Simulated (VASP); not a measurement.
Runs of VASP 6.6.1 on SrO. The structure is that of space group Fm-3m (No. 225), or close to it. The cells are those of the table. 

```csv
cell,gap on the mesh (eV),pressure (GPa)
"a = 3.587 Å, angles 60.0°, 2 atoms",3.23,7.8
"a = 3.523 Å, angles 60.0°, 2 atoms",3.18,(a)
"a = 3.766 Å, angles 60.0°, 2 atoms",3.27,-5.1
"a = 3.708 Å, angles 60.0°, 2 atoms",(c),(b)
"a = 3.649 Å, angles 60.0°, 2 atoms",3.27,2.3
```

Alike in all rows: task single point; level PBE; potentials or basis VASP PAW PBE potentials, release 64 (Sr_sv, O); no spin polarisation; k mesh 4 × 4 × 4; cutoff (eV) 600; smearing gaussian 0.01 eV.

Problem. Fill in the values left out.

Solution. (a) 15.0; (b) -1.9; (c) 3.29.

Caveats: all runs use coarse meshes.

A k mesh can miss the band edges, and the runs leave out spin-orbit coupling on Sr.
